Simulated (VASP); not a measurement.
Runs of VASP 6.6.1 on MnS. The structure is that of space group P6_3mc (No. 186), or close to it. The cells are those of the table. 

```csv
task,level,potentials or basis,spin,U,fixed moment (μB),cell,k mesh,cutoff (eV),smearing,dipole correction,tolerance level,purpose,route,gap on the mesh (eV),pressure (GPa),moment (μB),largest force (eV/Å)
single point,PBE,"VASP PAW PBE potentials, release 64 (Mn_pv, S)","collinear, ferromagnetic start",-,12.0,"a = 3.954, b = 3.954, c = 6.343 Å, angles 90.0, 90.0, 120.0°, 4 atoms",7 × 7 × 4,520,fermi-dirac 0.05 eV,no,-,-,-,-,13.7,12.00,0.31
single point,PBE,"VASP PAW PBE potentials, release 64 (Mn_pv, S)","collinear, ferromagnetic start",-,-,"a = 3.954, b = 3.954, c = 6.343 Å, angles 90.0, 90.0, 120.0°, 4 atoms",8 × 8 × 4,500,gaussian 0.028 eV,no,-,-,-,none,2.8,9.87,0.29
single point,LDA,"VASP PAW LDA potentials, release 64 (Mn_pv, S)","collinear, ferromagnetic start",-,-,"a = 4.031, b = 4.031, c = 6.467 Å, angles 90.0, 90.0, 120.0°, 4 atoms",8 × 8 × 4,520,fermi-dirac 0.05 eV,no,-,-,-,none,(b),9.79,0.20
single point,PBE,"VASP PAW PBE potentials, release 64 (Mn_pv, S)","collinear, ferromagnetic start",-,10.0,"a = 3.954, b = 3.954, c = 6.343 Å, angles 90.0, 90.0, 120.0°, 4 atoms",7 × 7 × 4,520,fermi-dirac 0.05 eV,no,-,-,-,-,3.5,10.00,0.29
single point,PBE,"VASP PAW PBE potentials, release 64 (Mn_pv, S)","collinear, ferromagnetic start",-,-,"a = 3.954, b = 3.954, c = 6.343 Å, angles 90.0, 90.0, 120.0°, 4 atoms",8 × 8 × 4,500,gaussian 0.027 eV,no,-,-,-,none,2.8,9.87,0.29
single point,BLYP,"VASP PAW PBE potentials, release 64 (Mn_pv, S)","collinear, ferromagnetic start",-,-,"a = 3.900, b = 3.900, c = 6.257 Å, angles 90.0, 90.0, 120.0°, 4 atoms",8 × 8 × 4,520,fermi-dirac 0.05 eV,no,-,-,-,none,7.8,9.46,0.33
single point,BLYP,"VASP PAW PBE potentials, release 64 (Mn_pv, S)","collinear, ferromagnetic start",-,-,"a = 3.927, b = 3.927, c = 6.300 Å, angles 90.0, 90.0, 120.0°, 4 atoms",8 × 8 × 4,520,fermi-dirac 0.05 eV,no,-,-,-,none,(a),(d),0.31
band structure,r2SCAN+U,"VASP PAW PBE potentials, release 64 (Mn_pv, S)","collinear, antiferromagnetic start",Mn d U = 5 eV,-,"a = 3.954, b = 3.954, c = 6.343 Å, angles 90.0, 90.0, 120.0°, 4 atoms",5 × 5 × 3,310,gaussian 0.03 eV,-,standard,bands,KPOINTS_OPT,3.08,-,(c),0.30
single point,PBE,"VASP PAW PBE potentials, release 64 (Mn_pv, S)","collinear, ferromagnetic start",-,4.0,"a = 3.954, b = 3.954, c = 6.343 Å, angles 90.0, 90.0, 120.0°, 4 atoms",7 × 7 × 4,520,fermi-dirac 0.05 eV,no,-,-,-,-,-15.6,4.00,0.01
single point,PBE,"VASP PAW PBE potentials, release 64 (Mn_pv, S)","collinear, ferromagnetic start",-,6.0,"a = 3.954, b = 3.954, c = 6.343 Å, angles 90.0, 90.0, 120.0°, 4 atoms",7 × 7 × 4,520,fermi-dirac 0.05 eV,no,-,-,-,-,-11.0,6.00,0.03
single point,PBE,"VASP PAW PBE potentials, release 64 (Mn_pv, S)","collinear, ferromagnetic start",-,8.0,"a = 3.954, b = 3.954, c = 6.343 Å, angles 90.0, 90.0, 120.0°, 4 atoms",7 × 7 × 4,520,fermi-dirac 0.05 eV,no,-,-,-,-,-4.8,8.00,0.13
single point,PBE,"VASP PAW PBE potentials, release 64 (Mn_pv, S)","collinear, ferromagnetic start",-,16.0,"a = 3.954, b = 3.954, c = 6.343 Å, angles 90.0, 90.0, 120.0°, 4 atoms",7 × 7 × 4,520,fermi-dirac 0.05 eV,no,-,-,-,-,33.6,16.00,0.15
```

Question: Fill in the values left out.

Answer: (a) 6.6; (b) -6.5; (c) 0.00; (d) 9.60.

Caveats: the total moment is fixed, so each spin has its own Fermi level (at least some runs); the cell stands under pressure (at least some runs); semilocal functionals often make such compounds metallic where correlation or magnetic order opens a gap, which also shifts bond lengths (at least some runs); the cell stands under tension (at least some runs); the PAW data sets were made with another functional, which shifts forces and pressure a little (at least some runs); the cutoff is under 1.25 times the usual one of these potentials, so pressure, stress and relaxed cells hold a basis-set (Pulay) error (at least some runs).

A gap of «none» marks levels without a gap at the run's occupations.
